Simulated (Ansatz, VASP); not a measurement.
## One calculation of Ti3H, two programs

```xyz
8
Lattice="4.6037 0.0000 0.0000 -2.3019 3.9870 0.0000 0.0000 0.0000 22.4968" Properties=species:S:1:pos:R:3 pbc="T T T"
Ti    2.3019    1.3290    4.0000
Ti    0.0000    2.6580    4.9397
Ti    0.0000    0.0000    5.8795
Ti    2.3019    1.3290    6.7051
Ti    0.0000    2.6580    7.4342
Ti    0.0000    0.0000    8.4968
H    -0.4595    3.9870    9.2668
H     0.4595    3.9870    9.2668
```

Alike in both runs: task single point; functional PBE; k mesh 6 × 6 × 1; occupations gaussian, width 0.1 eV; no spin polarisation.

|  | VASP | Ansatz |
| --- | --- | --- |
| version | VASP 6.6.1 | Ansatz 0.2.0 |
| potentials or method | VASP PAW PBE potentials, release 64 (Ti_sv, H), cutoff 520 eV | scalar-relativistic, plane waves, PAW |
| valence electrons in the cell | 74 | 74 |

|  | VASP | Ansatz | Ansatz less VASP |
| --- | --- | --- | --- |
| gap on the k mesh at the Fermi level (eV) | none | none | - |
| rms of the force components (eV/Å) | 0.433 | 0.435 | +0.0019 |

Atom by atom the forces differ by 0.007 eV/Å (rms over components). A gap of «none» marks a metal or a gap that the smearing closes. The functional is the same, so the differences come from potentials, cutoffs and numerics.
